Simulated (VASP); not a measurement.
# Hf (Pm-3m) in VASP: a series of runs, part 2 of 2

VASP 6.6.1. Earlier steps stand in the parts before.

### Step 5. Single point, LDA (volume scaled by 0.76)

Contents of INCAR:

```
  PREC = Accurate
  ENCUT = 520
  EDIFF = 1E-6
  ISMEAR = -1
  SIGMA = 0.1
  LREAL = F
  LASPH = T
  NELM = 60
  ALGO = Normal
  ISIF = 2
  LWAVE = F
  LCHARG = F
  GGA = CA
  NBANDS = 11
```

Contents of KPOINTS:

```
Automatic mesh
0
Gamma
  15 15 15
```

Contents of POSCAR:

```
Hf
1.0
    2.5769457358      0.0000000000      0.0000000000
    0.0000000000      2.5769457358      0.0000000000
    0.0000000000      0.0000000000      2.5769457358
Hf
1
Direct
    0.0000000000      0.0000000000      0.0000000000
```

Potentials or basis: VASP PAW LDA potentials, release 64 (Hf_pv).

On the command line:

```
$ cat potpaw_LDA.64/Hf_pv/POTCAR > POTCAR
$ mpirun -np 1 vasp_std > vasp.out
```

OUTCAR:

```text
PREC = Accurate
   ENCUT = 520
   EDIFF = 1E-6
   ISMEAR = -1
   LREAL = F
   LASPH = T
   NELM = 60
   ISIF = 2
   GGA = CA

 ion  position               nearest neighbor table
   1  0.000  0.000  0.000-

  LATTYP: Found a simple cubic cell.
 ALAT       =     2.5769457358

  Lattice vectors:

 A1 = (   2.5769457358,   0.0000000000,   0.0000000000)
 A2 = (   0.0000000000,   2.5769457358,   0.0000000000)
 A3 = (   0.0000000000,   0.0000000000,   2.5769457358)

Analysis of symmetry for initial positions (statically):
=====================================================================
 Subroutine PRICEL returns:
 Original cell was already a primitive cell.

 Routine SETGRP: Setting up the symmetry group for a
 simple cubic supercell.

 Subroutine GETGRP returns: Found 48 space group operations
 (whereof 48 operations were pure point group operations)
 out of a pool of 48 trial point group operations.

The static configuration has the point symmetry O_h .

Analysis of symmetry for dynamics (positions and initial velocities):
=====================================================================
 Subroutine PRICEL returns:
[... 158 lines left out ...]
 cond. band min:       6.3783093007   @ k =   0.4000   0.1333   0.1333
 fundamental gap:      0.0729448551
 Fermi energy:         6.3717333270

 k-point     1 :       0.0000    0.0000    0.0000
  band No.  band energies     occupation
      1     -22.2598      2.00000
      2     -22.2598      2.00000
      3     -22.2598      2.00000
      4      -0.9911      2.00000
      5       3.7738      2.00000
      6       3.7738      2.00000
      7      15.7732      0.00000
      8      15.7732      0.00000
      9      15.7732      0.00000
     10      19.5259      0.00000
     11      23.1448      0.00000
[... 309 lines left out ...]
 k-point    24 :       0.3333    0.2000    0.0000
  band No.  band energies     occupation
      1     -24.1992      2.00000
      2     -23.0291      2.00000
      3     -21.9776      2.00000
      4       2.9751      2.00000
      5       5.4019      1.99988
      6       7.5285      0.00002
      7      10.6353      0.00000
      8      11.4619      0.00000
      9      13.9476      0.00000
     10      19.3717      0.00000
     11      19.6208      0.00000

 [... further k-points ...]
[... 5 lines left out ...]
  --------------------------------------------------------------------------------------
  -------------------------------------------------------------------------------------
  Total        4.2486580      4.2486580      4.2486580     -0.0000000      0.0000000     -0.0000000
  in kB      397.7832866    397.7832866    397.7832866     -0.0000000      0.0000000     -0.0000000
  external PRESSURE =     397.7832866 kB  Pullay stress =       0.0000000 kB

 VOLUME and BASIS-vectors are now :
 -----------------------------------------------------------------------------
  energy-cutoff  :      520.00
  volume of cell :       17.11
      direct lattice vectors                 reciprocal lattice vectors
     2.576945736  0.000000000  0.000000000     0.388056289  0.000000000  0.000000000
     0.000000000  2.576945736  0.000000000     0.000000000  0.388056289  0.000000000
     0.000000000  0.000000000  2.576945736     0.000000000  0.000000000  0.388056289

 POSITION                                       TOTAL-FORCE (eV/Angst)
 -----------------------------------------------------------------------------------
      0.00000      0.00000      0.00000         0.000000      0.000000      0.000000
 -----------------------------------------------------------------------------------
    total drift:                               -0.000000      0.000000     -0.000000

  FREE ENERGIE OF THE ION-ELECTRON SYSTEM (eV)
  ---------------------------------------------------
  free  energy   TOTEN  =        -9.1570142011 eV

  energy  without entropy=       -9.1284641667  energy(sigma->0) =       -9.14273918
```

OSZICAR:

```text
N       E                     dE             d eps       ncg     rms          rms(c)
DAV:   1     0.156358569961E+02    0.15636E+02   -0.58361E+03  2680   0.874E+02
DAV:   2    -0.887325163983E+01   -0.24509E+02   -0.23384E+02  3247   0.165E+02
DAV:   3    -0.932437688744E+01   -0.45113E+00   -0.44724E+00  3209   0.150E+01
DAV:   4    -0.932549632857E+01   -0.11194E-02   -0.11194E-02  2968   0.927E-01
DAV:   5    -0.932549964484E+01   -0.33163E-05   -0.33161E-05  3135   0.462E-02    0.424E+01
DAV:   6    -0.920326331099E+01    0.12224E+00   -0.85760E-02  3000   0.202E+00    0.250E+01
DAV:   7    -0.915880304150E+01    0.44460E-01   -0.11007E-01  3023   0.225E+00    0.105E+00
DAV:   8    -0.915700503805E+01    0.17980E-02   -0.70147E-03  2833   0.617E-01    0.107E-01
DAV:   9    -0.915701320259E+01   -0.81645E-05   -0.66767E-05  3044   0.766E-02    0.315E-02
DAV:  10    -0.915701431551E+01   -0.11129E-05   -0.47595E-06  2936   0.169E-02    0.125E-02
DAV:  11    -0.915701420109E+01    0.11441E-06   -0.30484E-07  1428   0.436E-03
   1 F= -.91570142E+01 E0= -.91427392E+01  d E =-.285500E-01
```

Run time: 23 s. Hardware: 1 thread of AMD EPYC 7R13, shared host; peak memory 0.1 GiB.

Results:

| Property | Result |
| --- | --- |
| Free energy | -9.1570 eV |
| Pressure | 39.8 GPa |
| Band gap on the k mesh | zero (band 5 reaches 7.35 eV, above the bottom of band 6 at 3.73 eV) |

Levels at points of the mesh, in eV from the Fermi level:
| k point | band 3 | band 4 | band 5 | band 6 | band 7 | band 8 |
| --- | --- | --- | --- | --- | --- | --- |
| (0.00, 0.00, 0.00) | -28.63 | -7.36 | -2.60 | -2.60 | 9.40 | 9.40 |

Caveat: spin-orbit coupling is left out, which moves the levels of the heavy elements.

### Step 6. Overview

```tsv
cell	gap on the mesh (eV)	pressure (GPa)
a = 2.382 Å, 1 atom	none	120.1
a = 2.483 Å, 1 atom	none	70.5
a = 2.577 Å, 1 atom	none	39.8
```

Alike in all rows: task single point; level LDA; potentials or basis VASP PAW LDA potentials, release 64 (Hf_pv); no spin polarisation; k mesh 15 × 15 × 15; cutoff (eV) 520; smearing fermi-dirac 0.1 eV.

Caveats: spin-orbit coupling is left out, which moves the levels of the heavy elements.

Total energies depend on the potentials used, so only differences within one code and one set of settings carry meaning.
